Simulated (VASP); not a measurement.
Set up this calculation in VASP 6.6.1, as the native input.

```
Task                   : single point
Functional             : r2SCAN
Dispersion             : D4
Potentials or basis    : VASP PAW PBE potentials, release 64 (Pb_d)
Cutoff                 : 520 eV
k mesh                 : 9 × 9 × 9
Occupations            : fermi-dirac, width 0.05 eV
Spin                   : no spin polarisation
Dipole correction      : no
Further INCAR settings : ALGO = Normal; EDIFF = 1e-07; NBANDS = 13
```

Pb:

```
CELL_PARAMETERS angstrom
0.00000 2.50759 2.50759
2.50759 0.00000 2.50759
2.50759 2.50759 0.00000
ATOMIC_POSITIONS crystal
Pb 0.00000 0.00000 0.00000
```

These files were run (other wordings do the same):

POSCAR

```
Pb
1.0
    0.0000000000      2.5075897876      2.5075897876
    2.5075897876      0.0000000000      2.5075897876
    2.5075897876      2.5075897876      0.0000000000
Pb
1
Direct
    0.0000000000      0.0000000000      0.0000000000
```

INCAR.step1

```
PREC = Accurate ; ENCUT = 520
ISMEAR = -1 ; SIGMA = 0.05
LREAL = False ; LASPH = True
NELM = 60 ; NBANDS = 13
GGA = PE ; ALGO = Normal
EDIFF = 1E-4 ; LWAVE = True
LCHARG = False
```

INCAR.step2

```
PREC = Accurate ; ENCUT = 520
EDIFF = 1E-7 ; ISMEAR = -1
SIGMA = 0.05 ; LREAL = False
LASPH = True ; NELM = 60
ALGO = Normal ; ISIF = 2
LWAVE = False ; LCHARG = False
METAGGA = R2SCAN ; LMIXTAU = True
IVDW = 13 ; VDW_S6 = 1.0
VDW_S8 = 0.6018749 ; VDW_A1 = 0.51559235
VDW_A2 = 5.77342911 ; NBANDS = 13
ISTART = 1
```

KPOINTS

```
regular mesh
0
Gamma
  9 9 9
```

Potentials or basis: VASP PAW PBE potentials, release 64 (Pb_d).

Launch:

```console
$ cat potpaw_PBE.64/Pb_d/POTCAR > POTCAR
$ cp INCAR.step1 INCAR
$ mpirun -np 1 vasp_std > vasp.out
$ cp INCAR.step2 INCAR
$ mpirun -np 1 vasp_std > vasp.out
```

It gave:

| Item | Value |
| --- | --- |
| Pressure | -1.3 GPa |
| Band gap on the k mesh | zero (band 7 reaches 14.20 eV, above the bottom of band 8 at 5.23 eV) |
| Dispersion energy per atom | -0.132 eV |

Caveat: the PAW data sets were made with another functional, which shifts forces and pressure a little; spin-orbit coupling is left out, which moves the levels of the heavy elements; pairwise dispersion overbinds metals, which lowers pressure and volume.

Wall time 41 s on 1 thread of Intel(R) Xeon(R) Platinum 8559C (Emerald Rapids), with other jobs on the host, peak memory 0.16 GiB.
